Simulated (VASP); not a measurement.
# Y (Fmmm) in VASP: further runs, part 2 of 2

VASP 6.6.1. The steps go on from the part before.

## (3) Single point, PBEsol (strain -0.0500 x Voigt [1, -1, 0, 0, 0, 0])

File INCAR:

```
SYSTEM = Y
  ALGO = Fast
  EDIFF = 1E-6
  ENCUT = 520
  GGA = PS
  ISIF = 2
  ISMEAR = 0
  LASPH = .TRUE.
  LCHARG = .FALSE.
  LREAL = .FALSE.
  LWAVE = .FALSE.
  NBANDS = 12
  NELM = 100
  PREC = Accurate
  SIGMA = 0.15
```

File KPOINTS:

```
k-points
0
G
  16 16 16
  0 0 0
```

File POSCAR:

```
Y
1.0
    0.0000000000      2.6092500000      2.4850000000
    2.3607500000      0.0000000000      2.4850000000
    2.3607500000      2.6092500000      0.0000000000
Y
1
Direct
    0.0000000000      0.0000000000      0.0000000000
```

Potentials or basis: VASP PAW PBE potentials, release 64 (Y_sv).

Command:

```
$ cat potpaw_PBE.64/Y_sv/POTCAR > POTCAR
$ mpirun -np 1 vasp_std > vasp.out
```

OUTCAR:

```text
SYSTEM = Y
   EDIFF = 1E-6
   ENCUT = 520
   GGA = PS
   ISIF = 2
   ISMEAR = 0
   LASPH = .TRUE.
   LREAL = .FALSE.
   NELM = 100
   PREC = Accurate

 ion  position               nearest neighbor table
   1  0.000  0.000  0.000-

  LATTYP: Found a face centered orthorhombic cell.
 ALAT       =     4.7215000000
 B/A-ratio  =     1.0526315789
 C/A-ratio  =     1.1052631579

  Lattice vectors:

 A1 = (   0.0000000000,   2.6092500000,  -2.4850000000)
 A2 = (   2.3607500000,   2.6092500000,   0.0000000000)
 A3 = (   2.3607500000,   0.0000000000,  -2.4850000000)

Analysis of symmetry for initial positions (statically):
=====================================================================
 Subroutine PRICEL returns:
 Original cell was already a primitive cell.

 Routine SETGRP: Setting up the symmetry group for a
 face centered orthorhombic supercell.

 Subroutine GETGRP returns: Found  8 space group operations
 (whereof  8 operations were pure point group operations)
 out of a pool of  8 trial point group operations.

The static configuration has the point symmetry D_2h.

Analysis of symmetry for dynamics (positions and initial velocities):
=====================================================================
 Subroutine PRICEL returns:
 Original cell was already a primitive cell.

 Routine SETGRP: Setting up the symmetry group for a
 face centered orthorhombic supercell.

 Subroutine GETGRP returns: Found  8 space group operations
 (whereof  8 operations were pure point group operations)
 out of a pool of  8 trial point group operations.

The dynamic configuration has the point symmetry D_2h.

 Subroutine INISYM returns: Found  8 space group operations
 (whereof  8 operations are pure point group operations),
 and found     1 'primitive' translations

----------------------------------------------------------------------------------------

                                     Primitive cell

  volume of cell :      30.6141

[... 113 lines left out ...]
   AEXX    =    0.0000 exact exchange contribution
   IVDW    =     0    specifies the selected vdW correction
   LEPSILON=     F    determine dielectric tensor
   LRPA    =     F    only Hartree local field effects (RPA)
 non-spin polarized calculation
 RMM-DIIS sequential band-by-band and
 Gauss-broadening in eV      SIGMA  =   0.15
  energy-cutoff  :      520.00
  volume of cell :       30.61
 maximum number of plane-waves:       849
   NGX = 13   NGY = 13   NGZ = 13

 number of electron      11.0000000 magnetization

 Free energy of the ion-electron system (eV)
  ---------------------------------------------------
  ext. energy  EPLUGINS =         0.00000000
  ---------------------------------------------------
  free energy    TOTEN  =        -6.79576894 eV

  energy without entropy =       -6.77903874  energy(sigma->0) =       -6.78740384

 E-fermi :   3.2849     XC(G=0):  -9.8098

 val. band max:        3.2821891438   @ k =   0.2500   0.4375   0.1250
 cond. band min:       3.2928004941   @ k =  -0.2500   0.2500   0.1250
 fundamental gap:      0.0106113503
 Fermi energy:         3.2849416553

 k-point     1 :       0.0000    0.0000    0.0000
  band No.  band energies     occupation
      1     -39.1702      2.00000
      2     -18.8392      2.00000
      3     -18.8309      2.00000
      4     -18.8298      2.00000
      5      -1.5779      2.00000
      6       4.7219      0.00000
      7       5.1825      0.00000
      8       5.5744      0.00000
      9       6.6873      0.00000
     10       7.7626      0.00000
     11      12.5265      0.00000
     12      14.9442      0.00000
[... 331 lines left out ...]
 k-point    24 :      -0.0625    0.0625    0.0000
  band No.  band energies     occupation
      1     -39.1617      2.00000
      2     -18.9020      2.00000
      3     -18.8514      2.00000
      4     -18.8393      2.00000
      5      -1.2995      2.00000
      6       4.6249      0.00000
      7       5.2943      0.00000
      8       5.4835      0.00000
      9       6.5760      0.00000
     10       7.6307      0.00000
     11      13.1546      0.00000
     12      14.8491      0.00000

 [... further k-points ...]

------------------------ aborting loop because EDIFF is reached ----------------------------------------

  FORCE on cell =-STRESS in cart. coord.  units (eV):
  Direction    XX          YY          ZZ          XY          YZ          ZX
  --------------------------------------------------------------------------------------
  -------------------------------------------------------------------------------------
  Total        0.2931964     -0.2759286      0.0692820      0.0000000      0.0000000      0.0000000
  in kB       15.3442999    -14.4405985      3.6258416      0.0000000      0.0000000      0.0000000
  external PRESSURE =       1.5098476 kB  Pullay stress =       0.0000000 kB

 VOLUME and BASIS-vectors are now :
 -----------------------------------------------------------------------------
  energy-cutoff  :      520.00
  volume of cell :       30.61
      direct lattice vectors                 reciprocal lattice vectors
     0.000000000  2.609250000  2.485000000    -0.211797098  0.191625946  0.201207243
     2.360750000  0.000000000  2.485000000     0.211797098 -0.191625946  0.201207243
     2.360750000  2.609250000  0.000000000     0.211797098  0.191625946 -0.201207243

 POSITION                                       TOTAL-FORCE (eV/Angst)
 -----------------------------------------------------------------------------------
      0.00000      0.00000      0.00000         0.000000     -0.000000      0.000000
 -----------------------------------------------------------------------------------
    total drift:                               -0.000000     -0.000000      0.000000

  FREE ENERGIE OF THE ION-ELECTRON SYSTEM (eV)
  ---------------------------------------------------
  free  energy   TOTEN  =        -6.7957689435 eV

  energy  without entropy=       -6.7790387371  energy(sigma->0) =       -6.78740384
```

Wall time 5.9 min (1 thread of AMD EPYC 7R43 (Zen 3), shared host); peak memory 0.35 GiB.

Results:

```
Free energy            : -6.7958 eV
Pressure               : 0.2 GPa
Band gap on the k mesh : zero (an odd number of electrons rules out a gap without spin polarisation)
```

Levels at points of the mesh, in eV from the Fermi level:
| k point | band 4 | band 5 | band 6 | band 7 | band 8 | band 9 |
| --- | --- | --- | --- | --- | --- | --- |
| (0.00, 0.00, 0.00) | -22.11 | -4.86 | 1.44 | 1.90 | 2.29 | 3.40 |
| (0.50, 0.00, 0.00) | -22.17 | -2.07 | 0.83 | 1.24 | 2.11 | 5.34 |
| (0.50, 0.50, 0.00) | -22.30 | -1.90 | -0.92 | 2.35 | 5.39 | 5.54 |
| (0.50, 0.00, 0.50) | -22.28 | -1.96 | -0.87 | 1.76 | 5.61 | 5.82 |
| (0.00, 0.50, 0.50) | -22.38 | -1.84 | -1.11 | 3.04 | 5.52 | 5.76 |

Caveat: the cell differs from its parent crystal (strain -0.0500 x Voigt [1, -1, 0, 0, 0, 0]); the PAW data sets were made with another functional, which shifts forces and pressure a little.

## (4) Single point, PBEsol (strain +0.0625 x Voigt [1, -1, 0, 0, 0, 0])

File INCAR:

```
ALGO = Fast ; EDIFF = 1E-6
ENCUT = 520 ; GGA = PS
ISIF = 2 ; ISMEAR = 0
LASPH = T ; LCHARG = F
LREAL = F ; LWAVE = F
NBANDS = 12 ; NELM = 80
PREC = Accurate ; SIGMA = 0.15
```

File KPOINTS:

```
k-points
0
Gamma
  16 16 16
```

File POSCAR:

```
Y
1.0
    0.0000000000      2.3296875000      2.4850000000
    2.6403125000      0.0000000000      2.4850000000
    2.6403125000      2.3296875000      0.0000000000
Y
1
Direct
    0.0000000000      0.0000000000      0.0000000000
```

Command:

```
$ cat potpaw_PBE.64/Y_sv/POTCAR > POTCAR
$ mpirun -np 1 vasp_std > vasp.out
```

It took 5.1 min on 1 thread of AMD EPYC 7R43 (Zen 3), shared host; peak memory 0.34 GiB.

Results (log left out):

| Item | Value |
| --- | --- |
| Free energy | -6.7878 eV |
| Pressure | 0.2 GPa |
| Band gap on the k mesh | zero (an odd number of electrons rules out a gap without spin polarisation) |

Stress tensor (GPa, compression positive):
```
-1.78  0.00  0.00
 0.00  1.88  0.00
 0.00  0.00  0.53
```

Levels at points of the mesh, in eV from the Fermi level:
| k point | band 2 | band 3 | band 4 | band 5 | band 6 | band 7 | band 8 | band 9 | band 10 | band 11 |
| --- | --- | --- | --- | --- | --- | --- | --- | --- | --- | --- |
| (0.00, 0.00, 0.00) | -22.13 | -22.12 | -22.11 | -4.86 | 1.35 | 1.93 | 2.41 | 3.24 | 4.57 | 9.29 |
| (0.50, 0.00, 0.00) | -22.83 | -22.26 | -22.16 | -2.07 | 0.84 | 1.14 | 2.23 | 5.27 | 5.86 | 8.45 |
| (0.50, 0.50, 0.00) | -22.80 | -22.45 | -22.28 | -1.91 | -0.88 | 2.35 | 5.29 | 5.41 | 6.57 | 7.75 |
| (0.50, 0.00, 0.50) | -22.77 | -22.50 | -22.39 | -1.83 | -1.14 | 3.23 | 5.51 | 5.68 | 6.37 | 7.34 |
| (0.00, 0.50, 0.50) | -22.76 | -22.33 | -22.27 | -1.98 | -0.83 | 1.62 | 5.60 | 5.77 | 6.21 | 8.57 |

Caveat: the cell differs from its parent crystal (strain +0.0625 x Voigt [1, -1, 0, 0, 0, 0]); the PAW data sets were made with another functional, which shifts forces and pressure a little.

## (5) Single point, PBEsol (strain +0.0375 x Voigt [1, -1, 0, 0, 0, 0])

File INCAR:

```
SYSTEM = Y
PREC = Accurate
ENCUT = 520
EDIFF = 1E-6
ISMEAR = 0
SIGMA = 0.15
LREAL = .False.
LASPH = .True.
NELM = 100
ALGO = Fast
ISIF = 2
LWAVE = .False.
LCHARG = .False.
GGA = PS
NBANDS = 12
```

File KPOINTS:

```
regular mesh
0
Gamma
  16 16 16
  0 0 0
```

File POSCAR:

```
Y
1.0
    0.0000000000      2.3918125000      2.4850000000
    2.5781875000      0.0000000000      2.4850000000
    2.5781875000      2.3918125000      0.0000000000
Y
1
Direct
    0.0000000000      0.0000000000      0.0000000000
```

Command:

```
$ cat potpaw_PBE.64/Y_sv/POTCAR > POTCAR
$ mpirun -np 1 vasp_std > vasp.out
```

Wall time 7.8 min (1 thread of AMD EPYC 7R43 (Zen 3), shared host); peak memory 0.33 GiB.

Results (log left out):

```
Free energy            : -6.8021 eV
Pressure               : 0.1 GPa
Band gap on the k mesh : zero (an odd number of electrons rules out a gap without spin polarisation)
```

Stress tensor (GPa, compression positive):
```
-1.09  0.00  0.00
 0.00  1.17  0.00
 0.00  0.00  0.23
```

Levels at points of the mesh, in eV from the Fermi level:
| k point | band 2 | band 3 | band 4 | band 5 | band 6 | band 7 | band 8 | band 9 | band 10 | band 11 |
| --- | --- | --- | --- | --- | --- | --- | --- | --- | --- | --- |
| (0.00, 0.00, 0.00) | -22.12 | -22.12 | -22.11 | -4.86 | 1.53 | 1.87 | 2.17 | 3.56 | 4.37 | 9.20 |
| (0.50, 0.00, 0.00) | -22.82 | -22.24 | -22.18 | -2.07 | 0.82 | 1.34 | 1.99 | 5.40 | 5.75 | 8.37 |
| (0.50, 0.50, 0.00) | -22.78 | -22.42 | -22.31 | -1.90 | -0.95 | 2.35 | 5.48 | 5.67 | 6.37 | 7.89 |
| (0.50, 0.00, 0.50) | -22.77 | -22.44 | -22.38 | -1.85 | -1.08 | 2.86 | 5.54 | 5.84 | 6.23 | 7.65 |
| (0.00, 0.50, 0.50) | -22.76 | -22.34 | -22.30 | -1.94 | -0.90 | 1.90 | 5.61 | 5.87 | 6.17 | 8.40 |

Caveat: the cell differs from its parent crystal (strain +0.0375 x Voigt [1, -1, 0, 0, 0, 0]); the PAW data sets were made with another functional, which shifts forces and pressure a little.

## (6) Overview

| cell | further INCAR settings | gap on the mesh (eV) | pressure (GPa) |
| --- | --- | --- | --- |
| a = 3.385, b = 3.648, c = 3.524 Å, angles 56.3, 63.7, 60.0°, 1 atom | ALGO = Fast; EDIFF = 1e-07; NBANDS = 12 | none | 0.3 |
| a = 3.603, b = 3.428, c = 3.519 Å, angles 62.5, 57.5, 60.0°, 1 atom | ALGO = Fast; EDIFF = 1e-06; NBANDS = 12 | none | 0.2 |
| a = 3.406, b = 3.626, c = 3.521 Å, angles 56.9, 63.1, 60.0°, 1 atom | ALGO = Fast; EDIFF = 1e-06; NBANDS = 12 | none | 0.2 |
| a = 3.449, b = 3.581, c = 3.517 Å, angles 58.1, 61.9, 60.0°, 1 atom | ALGO = Fast; EDIFF = 1e-06; NBANDS = 12 | none | 0.1 |

Alike in all rows: task single point; level PBEsol; potentials or basis VASP PAW PBE potentials, release 64 (Y_sv); no spin polarisation; k mesh 16 × 16 × 16; cutoff (eV) 520; smearing gaussian 0.15 eV.

Caveats: the PAW data sets were made with another functional, which shifts forces and pressure a little.

Total energies depend on the potentials used, so only differences within one code and one set of settings carry meaning.
